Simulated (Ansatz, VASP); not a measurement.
# AlAs in VASP and in Ansatz

```
Al As
1.0
     0.00000    2.86393    2.86393
     2.86393    0.00000    2.86393
     2.86393    2.86393    0.00000
Al As
1 1
Cartesian
  0.0000 0.0000 0.0000
  1.4320 1.4320 1.4320
```

Alike in both runs: task single point; functional PBE; k mesh 8 × 8 × 8; occupations gaussian, width 0.02 eV; no spin polarisation.

|  | VASP | Ansatz |
| --- | --- | --- |
| version | VASP 6.6.1 | Ansatz 0.2.0 |
| potentials or method | VASP PAW PBE potentials, release 64 (Al, As), cutoff 500 eV | scalar-relativistic, plane waves, PAW |
| valence electrons in the cell | 8 | 18 |

|  | VASP | Ansatz | Ansatz less VASP |
| --- | --- | --- | --- |
| gap on the k mesh at the Fermi level (eV) | 1.49 | 1.50 | +0.009 |
| least direct gap on the mesh (eV) | 1.78 | 1.78 | -0.005 |
| pressure (GPa) | 0.2 | 0.0 | -0.16 |

The functional is the same, so the differences come from potentials, cutoffs and numerics. VASP's potentials hold 8 valence electrons a cell and Ansatz's 18, so a difference there can come from the potentials and not from the codes.
